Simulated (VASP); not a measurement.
Wanted: the native input for a VASP 6.6.1 run.

```yaml
Task: single point
Functional: PBE
Potentials_or_basis: VASP PAW PBE potentials, release 64 (Li_sv, Cl)
Cutoff: 750 eV
k_mesh: 8 × 8 × 4
Occupations: gaussian, width 0.1 eV
Spin: no spin polarisation
Dipole_correction: no
Further_INCAR_settings: ALGO = Normal; EDIFF = 1e-06; NBANDS = 26
```

The structure of LiCl2 lies in POSCAR:

```
LiCl2
1.0
    4.9919427340      0.0000000000      0.0000000000
    0.0000000000      4.9919427340      0.0000000000
    0.0000000000      0.0000000000     12.3092847616
Li Cl
2 4
Direct
    0.5000000000      0.5000000000      0.0000000000
    0.5000000000      0.5000000000      0.5000000000
    0.2494292917      0.0000000000      0.0000000000
    0.7505707083      0.0000000000      0.0000000000
    0.0000000000      0.2494292917      0.5000000000
    0.0000000000      0.7505707083      0.5000000000
```

The cell was generated, and may not be a known phase.

These files were run (other wordings do the same):

INCAR

```
SYSTEM = LiCl2
PREC = Accurate
ENCUT = 750
EDIFF = 1E-6
ISMEAR = 0
SIGMA = 0.1
LREAL = .FALSE.
LASPH = .TRUE.
NELM = 120
ALGO = Normal
ISIF = 2
LWAVE = .FALSE.
LCHARG = .FALSE.
GGA = PE
NBANDS = 26
GGA_COMPAT = .FALSE.
```

KPOINTS

```
Automatic mesh
0
G
  8 8 4
  0 0 0
```

Potentials or basis: VASP PAW PBE potentials, release 64 (Li_sv, Cl).

The run is started by

```sh
$ cat potpaw_PBE.64/Li_sv/POTCAR potpaw_PBE.64/Cl/POTCAR > POTCAR
$ mpirun -np 1 vasp_std > vasp.out
```

It gave:

```
Pressure               : 0.0 GPa
Band gap on the k mesh : zero (bands 17 and 18 overlap by 4.57 eV)
```

Wall time 5.8 min on 1 thread of AMD EPYC 9R45 96-Core Processor (Zen 5), with other jobs on the host, peak memory 0.81 GiB.
